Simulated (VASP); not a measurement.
A run of VASP 6.6.1 is set up as follows.

INCAR

```
PREC = Accurate ; ENCUT = 400
EDIFF = 1E-6 ; ISMEAR = 0
SIGMA = 0.05 ; LREAL = False
LASPH = True ; NELM = 120
ALGO = Normal ; ISIF = 2
LWAVE = False ; LCHARG = False
LDIPOL = True ; IDIPOL = 3
DIPOL = 0.5 0.5 0.412 ; GGA = PE
IVDW = 12 ; NBANDS = 48
GGA_COMPAT = False ; NELMDL = -8
```

KPOINTS

```
regular mesh
0
Gamma
  9 9 1
```

Contents of POSCAR:

```
InSe
1.0
    4.0266103653      0.0000000000      0.0000000000
   -2.0133051827      3.4871468675      0.0000000000
    0.0000000000      0.0000000000     28.2707107737
Se In
4 4
Direct
    0.0000000000      0.0000000000      0.1591753400
    0.0000000000      0.0000000000      0.3496677344
    0.1111111111      0.2222222222      0.4738244996
    0.1111111111      0.2222222222      0.6643168940
    0.6666666667      0.3333333333      0.2049979902
    0.6666666667      0.3333333333      0.3038451596
    0.7777777778      0.5555555556      0.5196471499
    0.7777777778      0.5555555556      0.6184943192
```

Potentials or basis: VASP PAW PBE potentials, release 64 (Se, In_d).

The run is started by

```console
$ cat potpaw_PBE.64/Se/POTCAR potpaw_PBE.64/In_d/POTCAR > POTCAR
$ mpirun -np 1 vasp_std > vasp.out
```

(1) Predict the dispersion energy per atom.

(2) Predict the largest force.

(3) Estimate the band gap on the k mesh.

Results:

(1) -0.249 eV.

(2) 0.050 eV/Å.

(3) 1.13 eV, indirect (least direct gap 1.19 eV).

Caveat: spin-orbit coupling is left out, which moves the levels of the heavy elements.
